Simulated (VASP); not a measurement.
Input of a VASP 6.6.1 run:

The input INCAR:

```
PREC = Accurate
ENCUT = 520
EDIFF = 1E-6
ISMEAR = 0
SIGMA = 0.2
LREAL = False
LASPH = True
NELM = 100
ALGO = Normal
ISIF = 2
LWAVE = False
LCHARG = False
GGA = PE
NBANDS = 17
```

The input KPOINTS:

```
Automatic mesh
0
Gamma
  6 6 4
```

POSCAR

```
PC
1.0
    2.8781850022      0.0000000000      0.0000000000
    0.0000000000      2.8781850022      0.0000000000
    0.0000000000      0.0000000000      5.2941556175
P C
2 2
Direct
    0.0000000000      0.5000000000      0.6845523862
    0.5000000000      0.0000000000      0.3154476138
    0.0000000000      0.5000000000      0.3293888343
    0.5000000000      0.0000000000      0.6706111657
```

Potentials or basis: VASP PAW PBE potentials, release 64 (P, C).

Command:

```console
$ cat potpaw_PBE.64/P/POTCAR potpaw_PBE.64/C/POTCAR > POTCAR
$ mpirun -np 1 vasp_std > vasp.out
```

**Question.** Predict the band gap on the k mesh.

**Answer.** Zero (bands 9 and 10 overlap by 4.78 eV).

**Question.** Estimate the largest force.

**Answer.** 0.024 eV/Å.

**Question.** Estimate the pressure.

**Answer.** -0.5 GPa.

Forces in eV/Å, atoms in the order of the input:
```
P    0.000  0.000 -0.024
P    0.000  0.000  0.024
C    0.000  0.000  0.015
C    0.000  0.000 -0.015
```

Caveat: the k points lie up to 0.36 Å⁻¹ apart, too coarse for converged energies and pressures of a metal; this functional lacks dispersion, which binds the layers, so the pressure and a relaxed spacing across them are unreliable.
